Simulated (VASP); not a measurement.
**Si16O (a cell with a defect): single point with PBE+D3(BJ)**

System: Si16O (a cell with a defect).

```
Si O
1.0
     0.00000    5.43000    5.43000
     5.43000    0.00000    5.43000
     5.43000    5.43000    0.00000
Si O
16 1
Direct
  0.01785 0.95599 0.04653
  0.12957 0.12647 0.12931
  0.97542 0.07111 0.49014
  0.14920 0.06885 0.67238
  0.01305 0.50610 0.98124
  0.15711 0.53390 0.16937
  0.98637 0.55160 0.50921
  0.10797 0.69733 0.60680
  0.50770 0.98278 0.99663
  0.64807 0.10589 0.12757
  0.51160 0.02365 0.48665
  0.60281 0.13064 0.64137
  0.50685 0.47613 0.01930
  0.64289 0.63064 0.11589
  0.48358 0.52732 0.50299
  0.60681 0.65541 0.64162
  0.04539 0.30776 0.69064
```

* Program: VASP 6.6.1
* Task: single point
* Functional: PBE
* Dispersion: D3(BJ)
* Potentials or basis: VASP PAW PBE potentials, release 64 (Si, O)
* Cutoff: 520 eV
* k mesh: 2 × 2 × 2
* Occupations: fermi-dirac, width 0.05 eV
* Spin: collinear spin, zero start
* Starting moments: [0.0, 0.0, 0.0, 0.0, 0.0, 0.0, 0.0, 0.0, 0.0, 0.0, 0.0, 0.0, 0.0, 0.0, 0.0, 0.0, 0.0] μB
* Dipole correction: no
* Further INCAR settings: LREAL = Auto; ALGO = Normal; EDIFF = 1e-06; NBANDS = 53

* Pressure: 1.9 GPa
* Largest force: 2.555 eV/Å
* Band gap on the k mesh: 0.25 eV
* Net moment: 0.00 μB per cell
* Valence electrons inside the program's atomic spheres: Si 1.67, 1.69, 1.71, 1.68, 1.70, 1.73, 1.76, 1.64 (each value once); O 5.18
* Dispersion energy per atom: -0.308 eV

Forces in eV/Å, atoms in the order of the input:
```
Si  -1.297  0.512 -1.044
Si  -0.249 -0.328  0.495
Si   0.086  0.739 -0.449
Si  -0.173 -0.431  0.066
Si  -0.245  0.157 -0.062
Si   1.550 -1.391  0.134
Si   0.060 -0.090 -1.034
Si  -0.264  0.567  0.211
Si   2.110  0.285  0.454
Si  -0.962 -0.729  0.080
Si  -0.291 -0.281 -1.677
Si   0.717 -0.596  2.379
Si  -0.353  0.555  1.923
Si  -0.501  0.871 -2.063
Si  -0.101  0.419  0.365
Si  -1.135 -0.032 -0.367
O    1.048 -0.226  0.588
```

Stress tensor (GPa, compression positive):
```
 2.62 -0.69  0.38
-0.69  1.49 -0.55
 0.38 -0.55  1.51
```

Levels at points of the mesh, in eV from the valence-band top:
Spin up:
| k point | band 32 | band 33 | band 34 | band 35 | band 36 | band 37 | band 38 | band 39 |
| --- | --- | --- | --- | --- | --- | --- | --- | --- |
| (0.00, 0.00, 0.00) | -0.74 | -0.51 | -0.19 | -0.01 | 0.25 | 0.47 | 0.57 | 0.91 |
| (0.50, 0.00, 0.00) | -1.13 | -1.04 | -0.65 | -0.51 | 0.90 | 1.25 | 1.28 | 1.55 |
| (0.00, 0.50, 0.00) | -0.89 | -0.81 | -0.57 | 0.00 | 0.78 | 1.20 | 1.38 | 1.48 |
| (0.00, 0.00, 0.50) | -0.99 | -0.91 | -0.55 | -0.36 | 0.91 | 1.24 | 1.45 | 1.53 |
| (0.50, 0.50, 0.50) | -1.14 | -1.03 | -0.71 | -0.64 | 1.05 | 1.14 | 1.26 | 1.50 |
| (0.50, 0.50, 0.00) | -1.39 | -1.15 | -1.05 | -0.80 | 1.22 | 1.34 | 2.09 | 2.20 |
| (0.00, 0.50, 0.50) | -1.50 | -1.35 | -1.20 | -0.26 | 1.03 | 1.26 | 2.05 | 2.13 |
| (0.50, 0.00, 0.50) | -1.25 | -1.23 | -1.07 | -0.59 | 1.21 | 1.26 | 2.14 | 2.26 |
Spin down:
```
           k point  band 32  band 33  band 34  band 35  band 36  band 37  band 38  band 39
(0.00, 0.00, 0.00)    -0.74    -0.51    -0.19    -0.01     0.25     0.47     0.57     0.91
(0.50, 0.00, 0.00)    -1.13    -1.04    -0.65    -0.51     0.90     1.25     1.28     1.55
(0.00, 0.50, 0.00)    -0.89    -0.81    -0.57     0.00     0.78     1.20     1.38     1.48
(0.00, 0.00, 0.50)    -0.99    -0.91    -0.55    -0.36     0.91     1.24     1.45     1.53
(0.50, 0.50, 0.50)    -1.14    -1.03    -0.71    -0.64     1.05     1.14     1.26     1.50
(0.50, 0.50, 0.00)    -1.39    -1.15    -1.05    -0.80     1.22     1.34     2.09     2.20
(0.00, 0.50, 0.50)    -1.50    -1.35    -1.20    -0.26     1.03     1.26     2.05     2.13
(0.50, 0.00, 0.50)    -1.25    -1.23    -1.07    -0.59     1.21     1.26     2.14     2.26
```

Wall time 12 min on 1 thread of Intel Xeon 8259CL (shared host), peak memory 0.71 GiB.

Caveat: the k points lie up to 0.50 Å⁻¹ apart.
